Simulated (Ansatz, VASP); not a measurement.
# Be2NbP3 in VASP and in Ansatz

Contents of INCAR:

```
PREC     = Accurate       # precision mode
ENCUT    = 600            # plane-wave cutoff, eV
EDIFF    = 1E-7           # SCF threshold, eV
ISMEAR   = 0              # smearing method
SIGMA    = 0.1            # smearing width, eV
LREAL    = False          # projectors in reciprocal space
LASPH    = True           # aspherical terms in the spheres
NELM     = 100            # most SCF steps
ALGO     = Normal         # electronic algorithm
ISIF     = 3              # what is computed and relaxed
LWAVE    = False          # write WAVECAR
LCHARG   = False          # write CHGCAR
GGA      = PE             # functional
IBRION   = 2              # ionic algorithm
NSW      = 90             # ionic steps
EDIFFG   = -0.04          # ionic threshold
```

KPOINTS

```
Automatic mesh
0
Gamma
  6 6 6
```

POSCAR

```
Be2NbP3
1.0
    5.4732964100      0.0000000000      0.0000000000
   -2.7366482000      4.7400137300      0.0000000000
    0.0000000000      0.0000000000      3.3037689100
Be Nb P
2 1 3
Direct
    0.3333333300      0.6666666700      0.0000000000
    0.6666666700      0.3333333300      0.0000000000
    0.0000000000      0.0000000000      0.0000000000
    0.5000000000      0.0000000000      0.5000000000
    0.5000000000      0.5000000000      0.5000000000
    0.0000000000      0.5000000000      0.5000000000
```

Input for Ansatz:

```yaml
crystal:
  lattice:
    - [5.47329641, 0.0, 0.0]
    - [-2.7366482, 4.74001373, 0.0]
    - [0.0, 0.0, 3.30376891]
  atoms:
    - { symbol: Be, position: [0.33333333, 0.66666667, 0.0] }
    - { symbol: Be, position: [0.66666667, 0.33333333, 0.0] }
    - { symbol: Nb, position: [0.0, 0.0, 0.0] }
    - { symbol: P, position: [0.5, 0.0, 0.5] }
    - { symbol: P, position: [0.5, 0.5, 0.5] }
    - { symbol: P, position: [0.0, 0.5, 0.5] }
basis:
  ecutwfc: 420
kpoints:
  mp_grid: { grid: [6, 6, 6] }
hamiltonian:
  xc: pbe
scf:
  occupations: { method: gaussian, width: 0.1 }
  lower_state_search: "off"
output:
  forces: true
  stress: true
  eigenvalues: true
relax:
  adjacent_minimum: "off"
  f_tol: 0.04
  max_steps: 70
  cell: { stress_tol: 0.4 }
```

Change from the starting cell: species swapped into the YCo3B2 type (P6/mmm, No. 191).

Alike in both runs: task relaxation of cell and atoms; functional PBE; k mesh 6 × 6 × 6; occupations gaussian, width 0.1 eV; no spin polarisation.

```csv
,VASP,Ansatz
version,VASP 6.6.1,Ansatz 0.2.0
potentials or method,"VASP PAW PBE potentials, release 64 (Be, Nb_sv, P), cutoff 600 eV","scalar-relativistic, plane waves, PAW"
valence electrons in the cell,32,32
```

|  | VASP | Ansatz | Ansatz less VASP |
| --- | --- | --- | --- |
| gap on the k mesh at the Fermi level, each at its own relaxed structure (eV) | none | none | - |
| relaxed volume (Å³/atom) | 12.53 | 12.47 | -0.060 |
| relaxed length of the cell vector where the two differ most in proportion (Å) | 5.073 | 5.063 | -0.0093 |

A gap of «none» marks a metal or a gap that the smearing closes.
